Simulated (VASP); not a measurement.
**GaAs: relaxation of cell and atoms with PBE**

GaAs:

```
Ga As
1.0
     0.00000    2.69673    2.69673
     2.69673    0.00000    2.69673
     2.69673    2.69673    0.00000
Ga As
1 1
Direct
  0.50000 0.50000 0.50000
  0.00000 0.00000 0.00000
```

```yaml
Program: VASP 6.6.1
Task: relaxation of cell and atoms
Functional: PBE
Potentials_or_basis: VASP PAW PBE potentials, release 64 (Ga_d, As)
Cutoff: 600 eV
k_mesh: 18 × 18 × 18
Occupations: gaussian, width 0.1 eV
Spin: no spin polarisation
Dipole_correction: no
Further_INCAR_settings: ALGO = Normal; EDIFF = 1e-06; IBRION = 2; EDIFFG = -0.01; NSW = 100; ISIF = 3
```

* Pressure after relaxing: 0.1 GPa
* Band gap on the k mesh: zero (band 9 reaches 5.82 eV, above the bottom of band 10 at 2.70 eV)

Final structure:
```yaml
crystal:
  lattice:
    - [0.00000, 2.69673, 2.69673]
    - [2.69673, 0.00000, 2.69673]
    - [2.69673, 2.69673, 0.00000]
  atoms:
    - { symbol: Ga, position: [0.50000, 0.50000, 0.50000] }
    - { symbol: As, position: [0.00000, 0.00000, 0.00000] }
```

Levels at points of the mesh, in eV from the Fermi level:
```
           k point  band 7  band 8  band 9  band 10  band 11  band 12
(0.00, 0.00, 0.00)   -0.12    0.06    0.06     0.06     7.33     7.33
(0.50, 0.00, 0.00)   -7.54    0.25    0.25     2.68     2.99     2.99
(0.50, 0.50, 0.00)   -5.43   -3.60   -2.50    -2.50     3.65    10.00
```

Run time: 64 s on 1 thread of Intel Xeon 6975P-C, with other jobs on the host, peak memory 0.28 GiB.

Caveat: the relaxation stopped at its first step, so nothing moved.
